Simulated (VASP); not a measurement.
# NbOs3Au (Pm-3m) in VASP: notebook

The runs below take NbOs3Au through single point, relaxation of cell and atoms, with PBE.

Program: VASP 6.6.1. These are calculated values, not measurements. Logs are shortened: lines on timing, memory, paths and dates and some standing lists are left out, and cuts for length are marked.

## Step 1: The cell of the first run

Symmetry: Pm-3m, No. 221, cubic system. Conventional cell: a = 4.128 Å, b = 4.128 Å, c = 4.128 Å, α = 90.00°, β = 90.00°, γ = 90.00°. Within 3.8 Å of Nb (site symmetry m-3m) lie 12 Os at 2.92 Å and 8 Au at 3.58 Å. Os (site symmetry 4/mmm) has 2 Au at 2.06 Å within 2.7 Å. Within 2.7 Å of Au (site symmetry m-3m) lie 6 Os at 2.06 Å.

## Step 2: Single point, PBE

Input file INCAR:

```
PREC = Accurate
ENCUT = 520
EDIFF = 1E-7
ISMEAR = 0
SIGMA = 0.1
LREAL = F
LASPH = T
NELM = 100
ALGO = Normal
ISIF = 2
LWAVE = F
LCHARG = F
GGA = PE
NBANDS = 32
```

Input file KPOINTS:

```
Automatic mesh
0
Gamma
  4 4 4
```

Input file POSCAR:

```
NbOs3Au
1.0
    4.1281587052      0.0000000000      0.0000000000
    0.0000000000      4.1281587052      0.0000000000
    0.0000000000      0.0000000000      4.1281587052
Nb Os Au
1 3 1
Direct
    0.0000000000      0.0000000000      0.0000000000
    0.0000000000      0.5000000000      0.5000000000
    0.5000000000      0.0000000000      0.5000000000
    0.5000000000      0.5000000000      0.0000000000
    0.5000000000      0.5000000000      0.5000000000
```

Potentials or basis: VASP PAW PBE potentials, release 64 (Nb_sv, Os, Au).

The run is started by

```
$ cat potpaw_PBE.64/Nb_sv/POTCAR potpaw_PBE.64/Os/POTCAR potpaw_PBE.64/Au/POTCAR > POTCAR
$ mpirun -np 1 vasp_std > vasp.out
```

OUTCAR:

```text
PREC = Accurate
   ENCUT = 520
   EDIFF = 1E-7
   ISMEAR = 0
   LREAL = F
   LASPH = T
   NELM = 100
   ISIF = 2
   GGA = PE

 ion  position               nearest neighbor table
   1  0.000  0.000  0.000-   2 2.92   3 2.92   4 2.92   2 2.92   3 2.92   2 2.92   4 2.92   2 2.92
                             3 2.92   4 2.92   3 2.92   4 2.92
   2  0.000  0.500  0.500-   5 2.06   5 2.06   4 2.92   1 2.92   1 2.92   4 2.92   1 2.92   3 2.92
                             1 2.92   3 2.92   4 2.92   3 2.92   4 2.92   3 2.92
   3  0.500  0.000  0.500-   5 2.06   5 2.06   4 2.92   1 2.92   1 2.92   4 2.92   2 2.92   4 2.92
                             2 2.92   4 2.92   1 2.92   2 2.92   1 2.92   2 2.92
   4  0.500  0.500  0.000-   5 2.06   5 2.06   3 2.92   1 2.92   2 2.92   3 2.92   2 2.92   1 2.92
                             3 2.92   3 2.92   1 2.92   2 2.92   2 2.92   1 2.92
   5  0.500  0.500  0.500-   2 2.06   3 2.06   4 2.06   4 2.06   3 2.06   2 2.06

  LATTYP: Found a simple cubic cell.
 ALAT       =     4.1281587052

  Lattice vectors:

 A1 = (   4.1281587052,   0.0000000000,   0.0000000000)
 A2 = (   0.0000000000,   4.1281587052,   0.0000000000)
 A3 = (   0.0000000000,   0.0000000000,   4.1281587052)

Analysis of symmetry for initial positions (statically):
=====================================================================
 Subroutine PRICEL returns:
 Original cell was already a primitive cell.

 Routine SETGRP: Setting up the symmetry group for a
 simple cubic supercell.

 Subroutine GETGRP returns: Found 48 space group operations
 (whereof 48 operations were pure point group operations)
 out of a pool of 48 trial point group operations.

The static configuration has the point symmetry O_h .

Analysis of symmetry for dynamics (positions and initial velocities):
=====================================================================
 Subroutine PRICEL returns:
 Original cell was already a primitive cell.

 Routine SETGRP: Setting up the symmetry group for a
 simple cubic supercell.

 Subroutine GETGRP returns: Found 48 space group operations
 (whereof 48 operations were pure point group operations)
 out of a pool of 48 trial point group operations.

The dynamic configuration has the point symmetry O_h .

 Subroutine INISYM returns: Found 48 space group operations
 (whereof 48 operations are pure point group operations),
 and found     1 'primitive' translations

----------------------------------------------------------------------------------------

                                     Primitive cell

  volume of cell :      70.3508

  direct lattice vectors                    reciprocal lattice vectors
     4.128158705  0.000000000  0.000000000     0.242238749  0.000000000  0.000000000
     0.000000000  4.128158705  0.000000000     0.000000000  0.242238749  0.000000000
     0.000000000  0.000000000  4.128158705     0.000000000  0.000000000  0.242238749

  length of vectors
     4.128158705  4.128158705  4.128158705     0.242238749  0.242238749  0.242238749

  position of ions in fractional coordinates (direct lattice)
     0.000000000  0.000000000  0.000000000
     0.000000000  0.500000000  0.500000000
     0.500000000  0.000000000  0.500000000
     0.500000000  0.500000000  0.000000000
     0.500000000  0.500000000  0.500000000

  ion indices of the primitive-cell ions
   primitive index   ion index
                 1           1
                 2           2
                 3           3
                 4           4
                 5           5

----------------------------------------------------------------------------------------

 KPOINTS: Automatic mesh

Automatic generation of k-mesh.
 Grid dimensions read from file:
 generate k-points for:    4    4    4

 Generating k-lattice:

  Cartesian coordinates                     Fractional coordinates (reciprocal lattice)
     0.060559687  0.000000000  0.000000000     0.250000000  0.000000000  0.000000000
     0.000000000  0.060559687  0.000000000     0.000000000  0.250000000  0.000000000
     0.000000000  0.000000000  0.060559687     0.000000000  0.000000000  0.250000000

  Length of vectors
     0.060559687  0.060559687  0.060559687

  Shift w.r.t. Gamma in fractional coordinates (k-lattice)
     0.000000000  0.000000000  0.000000000

 Subroutine IBZKPT returns following result:
 ===========================================

 Found     10 irreducible k-points:

 Following reciprocal coordinates:
            Coordinates               Weight
  0.000000  0.000000  0.000000      1.000000
  0.250000  0.000000  0.000000      6.000000
  0.500000  0.000000  0.000000      3.000000
  0.250000  0.250000  0.000000     12.000000
  0.500000  0.250000  0.000000     12.000000
  0.500000  0.500000  0.000000      3.000000
  0.250000  0.250000  0.250000      8.000000
  0.500000  0.250000  0.250000     12.000000
  0.500000  0.500000  0.250000      6.000000
  0.500000  0.500000  0.500000      1.000000
   k-points           NKPTS =     10   k-points in BZ     NKDIM =     10   number of bands    NBANDS=     32
   number of dos      NEDOS =    301   number of ions     NIONS =      5
   total plane-waves  NPLWV =  32768
   dimension x,y,z NGX =    32 NGY =   32 NGZ =   32
   dimension x,y,z NGXF=    64 NGYF=   64 NGZF=   64
   ions per type =               1   3   1
   NGX,Y,Z   is equivalent  to a cutoff of  12.89, 12.89, 12.89 a.u.
   NGXF,Y,Z  is equivalent  to a cutoff of  25.77, 25.77, 25.77 a.u.
 SYSTEM =  unknown system
   PREC   = accura    normal or accurate (medium, high low for compatibility)
   ISTART =      0    job   : 0-new  1-cont  2-samecut
   ICHARG =      2    charge: 1-file 2-atom 10-const
   ISPIN  =      1    spin polarized calculation?
   LNONCOLLINEAR =      F non collinear calculations
   LSORBIT =      F    spin-orbit coupling
   LASPH  =      T    aspherical Exc in radial PAW
   ENCUT  =  520.0 eV  38.22 Ry    6.18 a.u.   7.68  7.68  7.68*2*pi/ulx,y,z
   NELM   =    100;   NELMIN=  2; NELMDL= -5     # of ELM steps
   EDIFF  = 0.1E-06   stopping-criterion for ELM
   LREAL  =      F    real-space projection
   EDIFFG = 0.1E-05   stopping-criterion for IOM
   NSW    =      0    number of steps for IOM
   IBRION =     -1    ionic relax: 0-MD 1-quasi-New 2-CG
   NFREE  =      0    steps in history (QN), initial steepest desc. (CG)
   ISIF   =      2    stress and relaxation
   ISYM   =      2    0-nonsym 1-usesym 2-fastsym
   POTIM  = 0.5000    time-step for ionic-motion
   TEBEG  =    0.0;   TEEND  =   0.0 temperature during run
   PSTRESS=    0.0 pullay stress
   NELECT =      48.0000    total number of electrons
   NUPDOWN=      -1.0000    fix difference up-down
   EMIN   =  10.00;   EMAX   =-10.00  energy-range for DOS
   EFERMI =   0.00;   METHOD = LEGACY
   ISMEAR =     0;   SIGMA  =   0.10  broadening in eV -4-tet -1-fermi 0-gaus
   EFERMI_NEDOS =   21; number of points for ismear=-14 and -15
   IALGO  =     38    algorithm
   IMIX   =      4    mixing-type and parameters
     AMIX     =   0.40;   BMIX     =  1.00
     AMIX_MAG =   1.60;   BMIX_MAG =  1.00
  volume/ion in A,a.u.               =      14.07        94.95
  Fermi-wavevector in a.u.,A,eV,Ry     =   1.441226  2.723523 28.261115  2.077133
  Thomas-Fermi vector in A             =   2.559882
   LORBIT       =      0    0 simple, 1 ext, 2 COOP (PROOUT), +10 PAW based schemes
   GGA     = PE    functional components
   LHFCALC =     F    Hartree Fock is set to
   AEXX    =    0.0000 exact exchange contribution
   IVDW    =     0    specifies the selected vdW correction
   LEPSILON=     F    determine dielectric tensor
   LRPA    =     F    only Hartree local field effects (RPA)
 non-spin polarized calculation
 Gauss-broadening in eV      SIGMA  =   0.10
  energy-cutoff  :      520.00
  volume of cell :       70.35
 maximum number of plane-waves:      1924
 NGX is ok and might be reduce to    32
   NGX = 15   NGY = 15   NGZ = 15

 number of electron      47.9999997 magnetization

 Free energy of the ion-electron system (eV)
  ---------------------------------------------------
  ext. energy  EPLUGINS =         0.00000000
  ---------------------------------------------------
  free energy    TOTEN  =       -20.88050294 eV

  energy without entropy =      -20.84746031  energy(sigma->0) =      -20.86398163

 E-fermi :  12.0066     XC(G=0): -13.7543

 val. band max:       11.9946771347   @ k =   0.2500   0.2500   0.0000
 cond. band min:      12.0927507474   @ k =   0.5000   0.0000   0.0000
 fundamental gap:      0.0980736127
 Fermi energy:        12.0065805880

 k-point     1 :       0.0000    0.0000    0.0000
  band No.  band energies     occupation
      1     -43.3676      2.00000
      2     -19.4098      2.00000
      3     -19.4098      2.00000
      4     -19.4098      2.00000
      5      -1.6397      2.00000
      6      -1.6397      2.00000
[... 24 lines left out ...]
     31      15.6003      0.00000
     32      16.4702      0.00000

 k-point     2 :       0.2500    0.0000    0.0000
  band No.  band energies     occupation
      1     -43.3667      2.00000
      2     -19.4291      2.00000
      3     -19.4128      2.00000
      4     -19.4128      2.00000
      5      -1.6243      2.00000
      6      -1.0853      2.00000
[... 24 lines left out ...]
     31      15.5230      0.00000
     32      16.5777      0.00000

 k-point     3 :       0.5000    0.0000    0.0000
  band No.  band energies     occupation
      1     -43.3658      2.00000
      2     -19.4482      2.00000
      3     -19.4158      2.00000
      4     -19.4158      2.00000
      5      -1.6090      2.00000
      6      -0.8844      2.00000
[... 24 lines left out ...]
     31      15.4509      0.00000
     32      18.6029      0.00000

 k-point     4 :       0.2500    0.2500    0.0000
  band No.  band energies     occupation
      1     -43.3661      2.00000
      2     -19.4319      2.00000
      3     -19.4238      2.00000
      4     -19.4156      2.00000
      5      -1.3740      2.00000
      6      -0.3241      2.00000
[... 24 lines left out ...]
     31      14.3434      0.00000
     32      16.1440      0.00000

 k-point     5 :       0.5000    0.2500    0.0000
  band No.  band energies     occupation
      1     -43.3655      2.00000
      2     -19.4429      2.00000
      3     -19.4267      2.00000
      4     -19.4184      2.00000
      5      -1.3196      2.00000
      6      -0.2841      2.00000
[... 24 lines left out ...]
     31      14.5576      0.00000
     32      16.1839      0.00000

 k-point     6 :       0.5000    0.5000    0.0000
  band No.  band energies     occupation
      1     -43.3651      2.00000
      2     -19.4375      2.00000
      3     -19.4375      2.00000
      4     -19.4209      2.00000
      5      -1.2527      2.00000
      6       0.3837      2.00000
[... 24 lines left out ...]
     31      13.3776      0.00000
     32      16.4970      0.00000

 k-point     7 :       0.2500    0.2500    0.2500
  band No.  band energies     occupation
      1     -43.3657      2.00000
      2     -19.4345      2.00000
      3     -19.4226      2.00000
      4     -19.4226      2.00000
      5      -0.0067      2.00000
      6      -0.0067      2.00000
[... 24 lines left out ...]
     31      15.8835      0.00000
     32      15.8840      0.00000

 k-point     8 :       0.5000    0.2500    0.2500
  band No.  band energies     occupation
      1     -43.3653      2.00000
      2     -19.4375      2.00000
      3     -19.4291      2.00000
      4     -19.4214      2.00000
      5       0.0247      2.00000
      6       0.2306      2.00000
[... 24 lines left out ...]
     31      14.2091      0.00000
     32      16.2901      0.00000

 k-point     9 :       0.5000    0.5000    0.2500
  band No.  band energies     occupation
      1     -43.3652      2.00000
      2     -19.4321      2.00000
      3     -19.4321      2.00000
      4     -19.4238      2.00000
      5       0.3939      2.00000
      6       0.9773      2.00000
[... 24 lines left out ...]
     31      13.9121      0.00000
     32      15.3518      0.00000

 k-point    10 :       0.5000    0.5000    0.5000
  band No.  band energies     occupation
      1     -43.3653      2.00000
      2     -19.4268      2.00000
      3     -19.4268      2.00000
      4     -19.4268      2.00000
      5       1.8753      2.00000
      6       1.8753      2.00000
[... 24 lines left out ...]
     31      12.8174      0.00000
     32      14.7738      0.00000

------------------------ aborting loop because EDIFF is reached ----------------------------------------

  FORCE on cell =-STRESS in cart. coord.  units (eV):
  Direction    XX          YY          ZZ          XY          YZ          ZX
  --------------------------------------------------------------------------------------
  -------------------------------------------------------------------------------------
  Total       72.0236823     72.0236823     72.0236823     -0.0000000      0.0000000     -0.0000000
  in kB     1640.2753116   1640.2753116   1640.2753116     -0.0000000      0.0000000     -0.0000000
  external PRESSURE =    1640.2753116 kB  Pullay stress =       0.0000000 kB

 VOLUME and BASIS-vectors are now :
 -----------------------------------------------------------------------------
  energy-cutoff  :      520.00
  volume of cell :       70.35
      direct lattice vectors                 reciprocal lattice vectors
     4.128158705  0.000000000  0.000000000     0.242238749  0.000000000  0.000000000
     0.000000000  4.128158705  0.000000000     0.000000000  0.242238749  0.000000000
     0.000000000  0.000000000  4.128158705     0.000000000  0.000000000  0.242238749

 POSITION                                       TOTAL-FORCE (eV/Angst)
 -----------------------------------------------------------------------------------
      0.00000      0.00000      0.00000         0.000000      0.000000      0.000000
      0.00000      2.06408      2.06408         0.000000      0.000000      0.000000
      2.06408      0.00000      2.06408         0.000000      0.000000      0.000000
      2.06408      2.06408      0.00000         0.000000      0.000000      0.000000
      2.06408      2.06408      2.06408         0.000000      0.000000      0.000000
 -----------------------------------------------------------------------------------
    total drift:                                0.000000     -0.000000     -0.000000

  FREE ENERGIE OF THE ION-ELECTRON SYSTEM (eV)
  ---------------------------------------------------
  free  energy   TOTEN  =       -20.8805029366 eV

  energy  without entropy=      -20.8474603141  energy(sigma->0) =      -20.86398163
```

Run time: 14 s. Hardware: 1 thread of Intel Xeon 6975P-C (Granite Rapids), shared host; peak memory 0.19 GiB.

Results:

```
Free energy            : -20.8805 eV
Pressure               : 164.0 GPa
Band gap on the k mesh : zero (bands 24 and 25 overlap by 1.51 eV)
```

Levels at points of the mesh, in eV from the Fermi level:
```csv
k point,band 21,band 22,band 23,band 24,band 25,band 26,band 27,band 28
"(0.00, 0.00, 0.00)",0.31,0.31,0.32,0.32,0.32,1.13,1.39,1.39
"(0.50, 0.00, 0.00)",-1.45,-0.24,-0.24,0.09,0.09,0.21,0.29,0.73
"(0.50, 0.50, 0.00)",-2.72,-2.26,-1.63,-1.16,-1.16,-0.79,0.77,1.18
"(0.50, 0.50, 0.50)",-1.99,-1.99,0.35,0.35,0.35,0.37,0.37,0.37
```

Caveat: the k points lie up to 0.38 Å⁻¹ apart, too coarse for converged energies and pressures of a metal; spin-orbit coupling is left out, which moves the levels of the heavy elements.

## Step 3: Single point, PBE

This run uses another cell than the first one, of 21.11 Å³/atom.

Input file INCAR:

```
PREC = Accurate
ENCUT = 520
EDIFF = 1E-6
ISMEAR = 0
SIGMA = 0.1
LREAL = False
LASPH = True
NELM = 80
ALGO = Normal
ISIF = 2
LWAVE = False
LCHARG = False
GGA = PE
NBANDS = 32
```

Input file KPOINTS:

```
regular mesh
0
Gamma
  4 4 4
```

POSCAR: that of step 2 with these lines changed.

```diff
@@ -2,5 +2,5 @@
 1.0
-    4.1281587052      0.0000000000      0.0000000000
-    0.0000000000      4.1281587052      0.0000000000
-    0.0000000000      0.0000000000      4.1281587052
+    4.7258145497      0.0000000000      0.0000000000
+    0.0000000000      4.7258145497      0.0000000000
+    0.0000000000      0.0000000000      4.7258145497
 Nb Os Au
```

Potentials or basis: VASP PAW PBE potentials, release 64 (Nb_sv, Os, Au).

The run is started by

```
$ cat potpaw_PBE.64/Nb_sv/POTCAR potpaw_PBE.64/Os/POTCAR potpaw_PBE.64/Au/POTCAR > POTCAR
$ mpirun -np 1 vasp_std > vasp.out
```

Run time: 24 s. Hardware: 1 thread of Intel Xeon 6975P-C (Granite Rapids), shared host; peak memory 0.21 GiB.

It converged, with:

* Free energy: -33.2327 eV
* Pressure: -0.4 GPa
* Band gap on the k mesh: zero (bands 24 and 25 overlap by 1.11 eV)

Levels at points of the mesh, in eV from the Fermi level:
```tsv
k point	band 21	band 22	band 23	band 24	band 25	band 26	band 27	band 28
(0.00, 0.00, 0.00)	0.31	0.31	0.53	0.53	0.53	0.63	0.74	0.74
(0.50, 0.00, 0.00)	-0.60	-0.03	0.05	0.05	0.09	0.09	0.32	0.57
(0.50, 0.50, 0.00)	-1.07	-1.01	-0.68	-0.58	-0.58	-0.29	0.57	0.69
(0.50, 0.50, 0.50)	-0.96	-0.96	0.31	0.31	0.31	0.52	0.52	0.52
```

Caveat: spin-orbit coupling is left out, which moves the levels of the heavy elements.

## Step 4: Relaxation of cell and atoms, PBE

Input file INCAR:

```
SYSTEM = NbOs3Au
PREC = Accurate
ENCUT = 600
EDIFF = 1E-7
ISMEAR = 0
SIGMA = 0.1
LREAL = .False.
LASPH = .True.
NELM = 60
ALGO = Normal
ISIF = 3
LWAVE = .False.
LCHARG = .False.
GGA = PE
IBRION = 2
NSW = 90
EDIFFG = -0.04
```

Input file KPOINTS:

```
Automatic mesh
0
Gamma
  4 4 4
  0 0 0
```

POSCAR: that of step 3 with these lines changed.

```diff
@@ -2,5 +2,5 @@
 1.0
-    4.7258145497      0.0000000000      0.0000000000
-    0.0000000000      4.7258145497      0.0000000000
-    0.0000000000      0.0000000000      4.7258145497
+    4.1281587052      0.0000000000      0.0000000000
+    0.0000000000      4.1281587052      0.0000000000
+    0.0000000000      0.0000000000      4.1281587052
 Nb Os Au
```

The run is started by

```
$ cat potpaw_PBE.64/Nb_sv/POTCAR potpaw_PBE.64/Os/POTCAR potpaw_PBE.64/Au/POTCAR > POTCAR
$ mpirun -np 1 vasp_std > vasp.out
```

Wall time 4.8 min (1 thread of Intel Xeon 6975P-C (Granite Rapids), shared host); peak memory 0.23 GiB.

Results (log left out):

```
Free energy                           : -33.2141 eV
Relaxed volume                        : 21.03 Å³/atom
Relaxed cell                          : a = 4.720 Å, b = 4.720 Å, c = 4.720 Å, α = 90.00°, β = 90.00°, γ = 90.00°
Space group after relaxing (to 0.1 Å) : Pm-3m (No. 221)
Pressure after relaxing               : 0.2 GPa
Band gap on the k mesh                : zero (bands 24 and 25 overlap by 1.21 eV)
```

Final structure:
```
Nb Os Au
1.0
     4.71973    0.00000    0.00000
     0.00000    4.71973    0.00000
     0.00000    0.00000    4.71973
Nb Os Au
1 3 1
Direct
  0.00000 0.00000 0.00000
  0.00000 0.50000 0.50000
  0.50000 0.00000 0.50000
  0.50000 0.50000 0.00000
  0.50000 0.50000 0.50000
```

Levels at points of the mesh, in eV from the Fermi level:
```
           k point  band 20  band 21  band 22  band 23  band 24  band 25  band 26  band 27  band 28
(0.00, 0.00, 0.00)     0.31     0.31     0.31     0.53     0.63     0.75     0.75     1.93     1.93
(0.50, 0.00, 0.00)    -0.89    -0.61    -0.03     0.05     0.05     0.08     0.08     0.32     0.57
(0.50, 0.50, 0.00)    -1.64    -1.08    -1.02    -0.69    -0.58    -0.58    -0.30     0.58     0.69
(0.50, 0.50, 0.50)    -1.94    -0.97    -0.97     0.31     0.31     0.31     0.52     0.52     0.52
```

Caveat: the k points lie up to 0.33 Å⁻¹ apart in the final cell, too coarse for converged energies and pressures of a metal; the volume moved by over 15 % at a fixed basis, so the end points are rough; spin-orbit coupling is left out, which moves the levels of the heavy elements.

(Continued in part 2 of 2.)
